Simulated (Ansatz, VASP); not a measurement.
**One calculation of Ni, two programs**

```
Ni
1.0
     0.00000    1.78563    1.76795
     1.78563    0.00000    1.76795
     1.78563    1.78563    0.00000
Ni
1
Direct
  0.00000 0.00000 0.00000
```

Change from the starting cell: equal xx and yy strain of +1 %, PAW files.

Alike in both runs: task electric field gradients; functional LDA; k mesh 20 × 20 × 20; occupations fermi-dirac, width 0.05 eV; collinear spin.

|  | VASP | Ansatz |
| --- | --- | --- |
| version | VASP 6.6.1 | Ansatz 0.2.0 |
| potentials or method | VASP PAW LDA potentials, release 64 (Ni) | PAW with Ansatz's default frozen-core files, scalar-relativistic |
| plane-wave cutoff (eV) | 520 | 420 |
| valence electrons in the cell | 10 | 18 |

|  | VASP | Ansatz | Ansatz less VASP |
| --- | --- | --- | --- |
| pressure (GPa) | -22.1 | -22.4 | -0.23 |
| traceless stress, the component that is largest in VASP (GPa) | 0.66 | 0.67 | +0.003 |
| net moment per atom (μB) | 0.61 | 0.63 | +0.016 |
| size of the moment on the site where the two differ most (μB) | 0.62 | 0.66 | +0.039 |
| size of Vzz on the site where it differs most (V/Å²) | 0.7 | 0.4 | -0.31 |

LDA's correlation is that of Perdew and Zunger in VASP and of Perdew and Wang (1992) in Ansatz. Site moments also hang on the region over which each program counts them. VASP's potentials hold 10 valence electrons a cell and Ansatz's 18, so a difference there can come from the potentials and not from the codes.
